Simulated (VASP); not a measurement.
# GaN (P6_3mc) in VASP: notebook

Runs on GaN. Level: PBEsol. Tasks: relaxation of cell and atoms, single point.

Program: VASP 6.6.1. These are calculated values, not measurements. Logs are shortened: lines on timing, memory, paths and dates and some standing lists are left out, and cuts for length are marked.

## (1) The cell of the first run

The structure is hexagonal, space group P6_3mc (No. 186). Conventional cell: a = 3.180 Å, b = 3.180 Å, c = 5.166 Å, α = 90.00°, β = 90.00°, γ = 120.00°. Within 2.6 Å of Ga (site symmetry 3m) lie 4 N at 1.94 to 1.95 Å. N (site symmetry 3m) has 4 Ga at 1.94 to 1.95 Å within 2.6 Å.

## (2) Relaxation of cell and atoms, PBEsol

Contents of INCAR:

```
SYSTEM = GaN
PREC = Accurate
ENCUT = 600
EDIFF = 1E-6
ISMEAR = 0
SIGMA = 0.02
LREAL = .FALSE.
LASPH = .TRUE.
NELM = 60
ALGO = Normal
ISIF = 3
LWAVE = .FALSE.
LCHARG = .FALSE.
GGA = PS
IBRION = 2
NSW = 100
EDIFFG = -0.005
```

Contents of KPOINTS:

```
regular mesh
0
G
  12 12 6
  0 0 0
```

Contents of POSCAR:

```
GaN
1.0
    3.1799996605      0.0000000000      0.0000000000
   -1.5899998303      2.7539604900      0.0000000000
    0.0000000000      0.0000000000      5.1660000000
Ga N
2 2
Direct
    0.3333333333      0.6666666667      0.0000000000
    0.6666666667      0.3333333333      0.5000000000
    0.3333333333      0.6666666667      0.3750000000
    0.6666666667      0.3333333333      0.8750000000
```

Potentials or basis: VASP PAW PBE potentials, release 64 (Ga_d, N).

Started as:

```sh
$ cat potpaw_PBE.64/Ga_d/POTCAR potpaw_PBE.64/N/POTCAR > POTCAR
$ mpirun -np 1 vasp_std > vasp.out
```

OUTCAR:

```text
SYSTEM = GaN
   PREC = Accurate
   ENCUT = 600
   EDIFF = 1E-6
   ISMEAR = 0
   LREAL = .FALSE.
   LASPH = .TRUE.
   NELM = 60
   ISIF = 3
   GGA = PS
   IBRION = 2
   NSW = 100
   EDIFFG = -0.005

 ion  position               nearest neighbor table
   1  0.333  0.667  0.000-   3 1.94   4 1.95   4 1.95   4 1.95
   2  0.667  0.333  0.500-   4 1.94   3 1.95   3 1.95   3 1.95
   3  0.333  0.667  0.375-   1 1.94   2 1.95   2 1.95   2 1.95
   4  0.667  0.333  0.875-   2 1.94   1 1.95   1 1.95   1 1.95

  LATTYP: Found a hexagonal cell.
 ALAT       =     3.1799996605
 C/A-ratio  =     1.6245284753

  Lattice vectors:

 A1 = (   3.1799996605,   0.0000000000,   0.0000000000)
 A2 = (  -1.5899998303,   2.7539604900,   0.0000000000)
 A3 = (   0.0000000000,   0.0000000000,   5.1660000000)

Analysis of symmetry for initial positions (statically):
=====================================================================
 Subroutine PRICEL returns:
 Original cell was already a primitive cell.

 Routine SETGRP: Setting up the symmetry group for a
 hexagonal supercell.

 Subroutine GETGRP returns: Found 12 space group operations
 (whereof  6 operations were pure point group operations)
 out of a pool of 24 trial point group operations.

The static configuration has the point symmetry C_3v.
 The point group associated with its full space group is C_6v.

Analysis of symmetry for dynamics (positions and initial velocities):
=====================================================================
 Subroutine PRICEL returns:
 Original cell was already a primitive cell.

 Routine SETGRP: Setting up the symmetry group for a
 hexagonal supercell.

 Subroutine GETGRP returns: Found 12 space group operations
 (whereof  6 operations were pure point group operations)
 out of a pool of 24 trial point group operations.

The dynamic configuration has the point symmetry C_3v.
 The point group associated with its full space group is C_6v.

 Subroutine INISYM returns: Found 12 space group operations
 (whereof  6 operations are pure point group operations),
 and found     1 'primitive' translations

----------------------------------------------------------------------------------------

                                     Primitive cell

  volume of cell :      45.2417

  direct lattice vectors                    reciprocal lattice vectors
     3.179999661  0.000000000  0.000000000     0.314465442  0.181556708  0.000000000
    -1.589999830  2.753960490  0.000000000     0.000000000  0.363113416  0.000000000
     0.000000000  0.000000000  5.166000000     0.000000000  0.000000000  0.193573364

  length of vectors
     3.179999661  3.179999661  5.166000000     0.363113416  0.363113416  0.193573364

  position of ions in fractional coordinates (direct lattice)
     0.333333333  0.666666667  0.000000000
     0.666666667  0.333333333  0.500000000
     0.333333333  0.666666667  0.375000000
     0.666666667  0.333333333  0.875000000

  ion indices of the primitive-cell ions
   primitive index   ion index
                 1           1
                 2           2
                 3           3
                 4           4

----------------------------------------------------------------------------------------

 KPOINTS: regular mesh

Automatic generation of k-mesh.
 Grid dimensions read from file:
 generate k-points for:   12   12    6

 Generating k-lattice:

  Cartesian coordinates                     Fractional coordinates (reciprocal lattice)
     0.026205454  0.015129726  0.000000000     0.083333333  0.000000000  0.000000000
     0.000000000  0.030259451  0.000000000     0.000000000  0.083333333  0.000000000
     0.000000000  0.000000000  0.032262227     0.000000000  0.000000000  0.166666667

  Length of vectors
     0.030259451  0.030259451  0.032262227

  Shift w.r.t. Gamma in fractional coordinates (k-lattice)
     0.000000000  0.000000000  0.000000000

 Subroutine IBZKPT returns following result:
 ===========================================

 Found     76 irreducible k-points:

 Following reciprocal coordinates:
            Coordinates               Weight
  0.000000  0.000000  0.000000      1.000000
  0.083333  0.000000  0.000000      6.000000
  0.166667  0.000000  0.000000      6.000000
  0.250000  0.000000  0.000000      6.000000
  0.333333  0.000000  0.000000      6.000000
  0.416667  0.000000  0.000000      6.000000
[... 16 lines left out ...]
  0.250000  0.000000  0.166667     12.000000
  0.333333  0.000000  0.166667     12.000000
 [... further k-points ...]
   k-points           NKPTS =     76   k-points in BZ     NKDIM =     76   number of bands    NBANDS=     22
   number of dos      NEDOS =    301   number of ions     NIONS =      4
   total plane-waves  NPLWV =  32928
   dimension x,y,z NGX =    28 NGY =   28 NGZ =   42
   dimension x,y,z NGXF=    56 NGYF=   56 NGZF=   84
   ions per type =               2   2
   NGX,Y,Z   is equivalent  to a cutoff of  14.64, 14.64, 13.52 a.u.
   NGXF,Y,Z  is equivalent  to a cutoff of  29.28, 29.28, 27.03 a.u.
 SYSTEM =  GaN
   PREC   = accura    normal or accurate (medium, high low for compatibility)
   ISTART =      0    job   : 0-new  1-cont  2-samecut
   ICHARG =      2    charge: 1-file 2-atom 10-const
   ISPIN  =      1    spin polarized calculation?
   LNONCOLLINEAR =      F non collinear calculations
   LSORBIT =      F    spin-orbit coupling
   LASPH  =      T    aspherical Exc in radial PAW
   ENCUT  =  600.0 eV  44.10 Ry    6.64 a.u.   6.35  6.35 10.32*2*pi/ulx,y,z
   NELM   =     60;   NELMIN=  2; NELMDL= -5     # of ELM steps
   EDIFF  = 0.1E-05   stopping-criterion for ELM
   LREAL  =      F    real-space projection
   EDIFFG = -.5E-02   stopping-criterion for IOM
   NSW    =    100    number of steps for IOM
   IBRION =      2    ionic relax: 0-MD 1-quasi-New 2-CG
   NFREE  =      1    steps in history (QN), initial steepest desc. (CG)
   ISIF   =      3    stress and relaxation
   ISYM   =      2    0-nonsym 1-usesym 2-fastsym
   POTIM  = 0.5000    time-step for ionic-motion
   TEBEG  =    0.0;   TEEND  =   0.0 temperature during run
   PSTRESS=    0.0 pullay stress
   NELECT =      36.0000    total number of electrons
   NUPDOWN=      -1.0000    fix difference up-down
   EMIN   =  10.00;   EMAX   =-10.00  energy-range for DOS
   EFERMI =   0.00;   METHOD = LEGACY
   ISMEAR =     0;   SIGMA  =   0.02  broadening in eV -4-tet -1-fermi 0-gaus
   EFERMI_NEDOS =   21; number of points for ismear=-14 and -15
   IALGO  =     38    algorithm
   IMIX   =      4    mixing-type and parameters
     AMIX     =   0.40;   BMIX     =  1.00
     AMIX_MAG =   1.60;   BMIX_MAG =  1.00
  volume/ion in A,a.u.               =      11.31        76.33
  Fermi-wavevector in a.u.,A,eV,Ry     =   1.517036  2.866783 31.312431  2.301399
  Thomas-Fermi vector in A             =   2.626346
   LORBIT       =      0    0 simple, 1 ext, 2 COOP (PROOUT), +10 PAW based schemes
   GGA     = PS    functional components
   LHFCALC =     F    Hartree Fock is set to
   AEXX    =    0.0000 exact exchange contribution
   IVDW    =     0    specifies the selected vdW correction
   LEPSILON=     F    determine dielectric tensor
   LRPA    =     F    only Hartree local field effects (RPA)
 conjugate gradient relaxation of ions
 non-spin polarized calculation
 Gauss-broadening in eV      SIGMA  =   0.02
  energy-cutoff  :      600.00
  volume of cell :       45.24
 maximum number of plane-waves:      1530
 NGX is ok and might be reduce to    28
   NGX = 13   NGY = 13   NGZ = 21

--------------------------------------- Ionic step        1  -------------------------------------------

 number of electron      35.9999995 magnetization

 Free energy of the ion-electron system (eV)
  ---------------------------------------------------
  ext. energy  EPLUGINS =         0.00000000
  ---------------------------------------------------
  free energy    TOTEN  =       -26.26991797 eV

  energy without entropy =      -26.26991797  energy(sigma->0) =      -26.26991797

------------------------ aborting loop because EDIFF is reached ----------------------------------------

  FORCE on cell =-STRESS in cart. coord.  units (eV):
  Direction    XX          YY          ZZ          XY          YZ          ZX
  --------------------------------------------------------------------------------------
  -------------------------------------------------------------------------------------
  Total       -0.0139690     -0.0139690      0.5836864      0.0000000      0.0000000      0.0000000
  in kB       -0.4946931     -0.4946931     20.6705014      0.0000000      0.0000000      0.0000000
  external PRESSURE =       6.5603717 kB  Pullay stress =       0.0000000 kB
[... 95 lines left out ...]
  FREE ENERGIE OF THE ION-ELECTRON SYSTEM (eV)
  ---------------------------------------------------
  free  energy   TOTEN  =       -26.2718728471 eV

  energy  without entropy=      -26.2718728471  energy(sigma->0) =      -26.27187285

[... ionic steps 4 to 7 ...]

--------------------------------------- Ionic step        8  -------------------------------------------

 number of electron      35.9999995 magnetization

------------------------ aborting loop because EDIFF is reached ----------------------------------------

  FORCE on cell =-STRESS in cart. coord.  units (eV):
  Direction    XX          YY          ZZ          XY          YZ          ZX
  --------------------------------------------------------------------------------------
  -------------------------------------------------------------------------------------
  Total        0.0202472      0.0202472      0.0152860     -0.0000000     -0.0000000     -0.0000000
  in kB        0.7147804      0.7147804      0.5396360     -0.0000000     -0.0000000     -0.0000000
  external PRESSURE =       0.6563989 kB  Pullay stress =       0.0000000 kB
[... 61 lines left out ...]
  energy  without entropy=      -26.2718860682  energy(sigma->0) =      -26.27188607

--------------------------------------- Ionic step       10  -------------------------------------------

 number of electron      35.9999995 magnetization

 Free energy of the ion-electron system (eV)
  ---------------------------------------------------
  ext. energy  EPLUGINS =         0.00000000
  ---------------------------------------------------
  free energy    TOTEN  =       -26.27189439 eV

  energy without entropy =      -26.27189439  energy(sigma->0) =      -26.27189439

 E-fermi :   5.4103     XC(G=0): -11.9400

 val. band max:        5.2599460103   @ k =   0.0000   0.0000   0.0000
 cond. band min:       7.1666322551   @ k =   0.0000   0.0000   0.0000
 fundamental gap:      1.9066862448
 Fermi energy:         5.4102739952

 k-point     1 :       0.0000    0.0000    0.0000
  band No.  band energies     occupation
      1     -10.7771      2.00000
      2      -9.8011      2.00000
      3      -8.1482      2.00000
      4      -8.1321      2.00000
      5      -8.1321      2.00000
      6      -8.0689      2.00000
[... 574 lines left out ...]
      6      -7.9206      2.00000
[... 14 lines left out ...]
     21      12.2209      0.00000
     22      13.4882      0.00000

 [... further k-points ...]

------------------------ aborting loop because EDIFF is reached ----------------------------------------

  FORCE on cell =-STRESS in cart. coord.  units (eV):
  Direction    XX          YY          ZZ          XY          YZ          ZX
  --------------------------------------------------------------------------------------
  -------------------------------------------------------------------------------------
  Total        0.0090477      0.0090477     -0.0085586     -0.0000000      0.0000000     -0.0000000
  in kB        0.3193703      0.3193703     -0.3021066     -0.0000000      0.0000000     -0.0000000
  external PRESSURE =       0.1122113 kB  Pullay stress =       0.0000000 kB
[... 19 lines left out ...]
  FREE ENERGIE OF THE ION-ELECTRON SYSTEM (eV)
  ---------------------------------------------------
  free  energy   TOTEN  =       -26.2718943857 eV

  energy  without entropy=      -26.2718943857  energy(sigma->0) =      -26.27189439

 reached required accuracy - stopping structural energy minimisation
```

It took 2.5 min on 1 thread of Intel Xeon 6975P-C (Granite Rapids), shared host; peak memory 0.23 GiB.

What came out:

* Free energy: -26.2719 eV
* Relaxed volume: 11.35 Å³/atom
* Relaxed cell: a = 3.180 Å, b = 3.180 Å, c = 5.183 Å, α = 90.00°, β = 90.00°, γ = 120.00°
* Space group after relaxing (to 0.1 Å): P6_3mc (No. 186)
* Energy gained by relaxing: 0.5 meV/atom
* Ionic steps: 10
* Pressure after relaxing: 0.0 GPa
* Band gap on the k mesh: 1.91 eV

The path:
| step | energy change (eV) | largest force (eV/Å) | pressure (GPa) | volume (Å³) |
| --- | --- | --- | --- | --- |
| 1 | 0.0000 | 0.1310 | 0.66 | 45.24 |
| 2 | -0.0005 | 0.0881 | -0.51 | 45.54 |
| 3 | -0.0020 | 0.0103 | 0.08 | 45.40 |
| 4 | -0.0020 | 0.0048 | -0.08 | 45.41 |
| 5 | -0.0020 | 0.0060 | 0.14 | 45.37 |
| 6 | -0.0020 | 0.0065 | 0.01 | 45.39 |
| 7 | -0.0020 | 0.0042 | 0.14 | 45.38 |
| 8 | -0.0020 | 0.0073 | 0.07 | 45.38 |
| 9 | -0.0020 | 0.0078 | 0.02 | 45.38 |
| 10 | -0.0020 | 0.0004 | 0.01 | 45.39 |

Final structure:
```xyz
4
Lattice="3.1799 0.0000 0.0000 -1.5900 2.7539 0.0000 0.0000 0.0000 5.1830" Properties=species:S:1:pos:R:3 pbc="T T T"
Ga    0.0000    1.8359    5.1790
Ga    1.5900    0.9180    2.5875
N     0.0000    1.8359    1.9476
N     1.5900    0.9180    4.5391
```

Caveat: the PAW data sets were made with another functional, which shifts forces and pressure a little.

## (3) Relaxation of cell and atoms, PBEsol

INCAR is that of step 2.

KPOINTS is that of step 2.

POSCAR is that of step 2.

Potentials or basis: VASP PAW PBE potentials, release 64 (Ga_d, N).

Started as:

```sh
$ cat potpaw_PBE.64/Ga_d/POTCAR potpaw_PBE.64/N/POTCAR > POTCAR
$ mpirun -np 1 vasp_std > vasp.out
```

Wall time 5.1 min (1 thread of Intel Xeon Platinum 8488C (Sapphire Rapids), shared host); peak memory 0.23 GiB.

It converged, with:

- Free energy: -26.2719 eV
- Relaxed volume: 11.35 Å³/atom
- Relaxed cell: a = 3.180 Å, b = 3.180 Å, c = 5.183 Å, α = 90.00°, β = 90.00°, γ = 120.00°
- Space group after relaxing (to 0.1 Å): P6_3mc (No. 186)
- Energy gained by relaxing: 0.5 meV/atom
- Ionic steps: 10
- Pressure after relaxing: 0.0 GPa
- Band gap on the k mesh: 1.91 eV

The path:
| step | energy change (eV) | largest force (eV/Å) | pressure (GPa) | volume (Å³) |
| --- | --- | --- | --- | --- |
| 1 | 0.0000 | 0.1310 | 0.66 | 45.24 |
| 2 | -0.0005 | 0.0881 | -0.51 | 45.54 |
| 3 | -0.0020 | 0.0103 | 0.08 | 45.40 |
| 4 | -0.0020 | 0.0048 | -0.08 | 45.41 |
| 5 | -0.0020 | 0.0060 | 0.14 | 45.37 |
| 6 | -0.0020 | 0.0065 | 0.01 | 45.39 |
| 7 | -0.0020 | 0.0042 | 0.14 | 45.38 |
| 8 | -0.0020 | 0.0073 | 0.07 | 45.38 |
| 9 | -0.0020 | 0.0078 | 0.02 | 45.38 |
| 10 | -0.0020 | 0.0004 | 0.01 | 45.39 |

Final structure:
```xyz
4
Lattice="3.1799 0.0000 0.0000 -1.5900 2.7539 0.0000 0.0000 0.0000 5.1830" Properties=species:S:1:pos:R:3 pbc="T T T"
Ga    0.0000    1.8359    5.1790
Ga    1.5900    0.9180    2.5875
N     0.0000    1.8359    1.9476
N     1.5900    0.9180    4.5391
```

Levels at points of the mesh, in eV from the valence-band top:
| k point | band 15 | band 16 | band 17 | band 18 | band 19 | band 20 | band 21 | band 22 |
| --- | --- | --- | --- | --- | --- | --- | --- | --- |
| (0.00, 0.00, 0.00) | -1.05 | -0.05 | 0.00 | 0.00 | 1.91 | 4.23 | 9.12 | 9.83 |
| (0.50, 0.00, 0.00) | -4.28 | -2.79 | -2.26 | -1.02 | 4.95 | 5.53 | 5.95 | 8.59 |
| (0.00, 0.00, 0.50) | -0.54 | -0.54 | -0.54 | -0.54 | 4.23 | 4.23 | 8.39 | 8.39 |
| (0.50, 0.00, 0.50) | -1.98 | -1.98 | -1.93 | -1.93 | 4.31 | 4.31 | 7.72 | 7.72 |

Caveat: the PAW data sets were made with another functional, which shifts forces and pressure a little. Zero-point motion and thermal expansion aren't in these numbers.

## (4) Single point, PBEsol

This run uses another cell than the first one, of 10.34 Å³/atom.

Contents of INCAR:

```
SYSTEM = GaN
PREC = Accurate ; ENCUT = 520
EDIFF = 1E-6 ; ISMEAR = 0
SIGMA = 0.01 ; LREAL = .FALSE.
LASPH = .TRUE. ; NELM = 100
ALGO = Normal ; ISIF = 2
LWAVE = .FALSE. ; LCHARG = .TRUE.
GGA = PS ; LELF = .TRUE.
LVHAR = .TRUE. ; NBANDS = 26
```

KPOINTS is that of step 3.

Contents of POSCAR:

```
GaN
1.0
    3.0829416435      0.0000000000      0.0000000000
   -1.5414708218      2.6699057816      0.0000000000
    0.0000000000      0.0000000000      5.0259628685
Ga N
2 2
Direct
    0.3333333333      0.6666666667     -0.0006023826
    0.6666666667      0.3333333333      0.4993976174
    0.3333333333      0.6666666667      0.3756023826
    0.6666666667      0.3333333333      0.8756023826
```

Started as:

```sh
$ cat potpaw_PBE.64/Ga_d/POTCAR potpaw_PBE.64/N/POTCAR > POTCAR
$ mpirun -np 1 vasp_std > vasp.out
```

Run time: 77 s. Hardware: 1 thread of Intel Xeon 8259CL, shared host; peak memory 0.2 GiB.

It converged, with:

| Property | Result |
| --- | --- |
| Free energy | -26.0130 eV |
| Pressure | 21.7 GPa |
| Band gap on the k mesh | 2.52 eV |

Levels at points of the mesh, in eV from the valence-band top:
```
           k point  band 16  band 17  band 18  band 19  band 20  band 21
(0.00, 0.00, 0.00)    -0.07     0.00     0.00     2.52     4.84     9.65
(0.50, 0.00, 0.00)    -3.14    -2.56    -1.14     5.20     5.92     6.34
(0.00, 0.00, 0.50)    -0.60    -0.60    -0.60     4.82     4.82     8.88
(0.50, 0.00, 0.50)    -2.22    -2.15    -2.15     4.58     4.58     8.29
```

Caveat: the cell stands under pressure; the PAW data sets were made with another functional, which shifts forces and pressure a little.
